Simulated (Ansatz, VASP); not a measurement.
SnO2 in VASP and in Ansatz

```
Sn O
1.0
     3.59332    0.00000    0.00000
     0.00000    3.59332    0.00000
     0.00000    0.00000    5.53127
Sn O
2 4
Direct
  0.00000 0.00000 0.00000
  0.50000 0.50000 0.50000
  0.00000 0.50000 0.32307
  0.00000 0.50000 0.82307
  0.50000 0.00000 0.67693
  0.50000 0.00000 0.17693
```

Alike in both runs: task relaxation of cell and atoms; functional PBE; k mesh 8 × 8 × 6; occupations gaussian, width 0.02 eV; no spin polarisation.

```csv
,VASP,Ansatz
version,VASP 6.6.1,Ansatz 0.2.0
potentials or method,"VASP PAW PBE potentials, release 64 (Sn_d, O), cutoff 600 eV","scalar-relativistic, plane waves, PAW"
valence electrons in the cell,52,52
```

VASP gave:

```
gap on the k mesh at the Fermi level, each at its own relaxed structure (eV) : 0.74
relaxed volume (Å³/atom)                                                     : 11.89
relaxed cell length with the largest relative difference (Å)                 : 5.515
```

**Question.** What did Ansatz give for the same quantities?

**Answer.** gap on the k mesh at the Fermi level, each at its own relaxed structure (eV): 0.78; relaxed volume (Å³/atom): 11.90; relaxed cell length with the largest relative difference (Å): 5.531.
